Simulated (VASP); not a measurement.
Crystal: BeTe.

```
Be Te
1.0
     0.00000    2.82862    2.82862
     2.69370    0.00000    2.82862
     2.69370    2.82862    0.00000
Be Te
1 1
Direct
  0.00000 0.00000 0.00000
  0.25000 0.25000 0.25000
```

This cell differs from its parent crystal: uniaxial x strain -4.8%.

Program: VASP 6.6.1. Alike in all runs: task single point; potentials or basis VASP PAW PBE potentials, release 64 (Be, Te); no spin polarisation; cell as given; cutoff (eV) 520. Hardware: 1 thread of Intel(R) Xeon(R) 6975P-C (Granite Rapids) (shared host).

Problem. Order these runs on this cell by their wall time, lowest first.
A. level PBE; k mesh 8 × 8 × 8; smearing fermi-dirac 0.02 eV
B. level HSE06; k mesh 6 × 6 × 6; smearing gaussian 0.01 eV; grid for exact exchange (PRECFOCK) Normal; screening parameter 0.2079 1/Å
C. level r2SCAN; k mesh 8 × 8 × 8; smearing gaussian 0.01 eV

Solution. A (13 s), C (56 s), B (970 s).
